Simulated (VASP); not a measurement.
Input of a VASP 6.6.1 run:

File INCAR:

```
PREC = Accurate
ENCUT = 520
EDIFF = 1E-7
ISMEAR = -1
SIGMA = 0.02
LREAL = F
LASPH = T
NELM = 100
ALGO = Normal
ISIF = 2
LWAVE = F
LCHARG = F
GGA = PE
NBANDS = 51
```

The input KPOINTS:

```
regular mesh
0
Gamma
  8 8 8
```

File POSCAR:

```
SrTiO3
1.0
   -2.7555000000      2.7555000000      3.8200400000
    2.7555000000     -2.7555000000      3.8200400000
    2.7555000000      2.7555000000     -3.8200400000
Sr Ti O
2 2 6
Direct
    0.7500000000      0.2500000000      0.5000000000
    0.2500000000      0.7500000000      0.5000000000
    0.0000000000      0.0000000000      0.0000000000
    0.5000000000      0.5000000000      0.0000000000
    0.2500000000      0.2500000000      0.0000000000
    0.7500000000      0.7500000000      0.0000000000
    0.7283236542      0.2283236542      0.9566473084
    0.2283236542      0.2716763458      0.5000000000
    0.2716763458      0.7716763458      0.0433526916
    0.7716763458      0.7283236542      0.5000000000
```

Potentials or basis: VASP PAW PBE potentials, release 64 (Sr_sv, Ti_sv, O).

Command:

```console
$ cat potpaw_PBE.64/Sr_sv/POTCAR potpaw_PBE.64/Ti_sv/POTCAR potpaw_PBE.64/O/POTCAR > POTCAR
$ mpirun -np 1 vasp_std > vasp.out
```

Problem. Estimate the pressure.

Solution. 10.2 GPa.

Problem. Predict the band gap on the k mesh.

Solution. 1.96 eV.

Stress tensor (GPa, compression positive):
```
 7.84  0.00  0.00
 0.00  7.84  0.00
 0.00  0.00 14.83
```

Caveat: the cell differs from its parent crystal (z stretched by -2 %, then relaxed in part); the stress differs along the axes, from 8 to 15 GPa. A k mesh can miss the band edges.
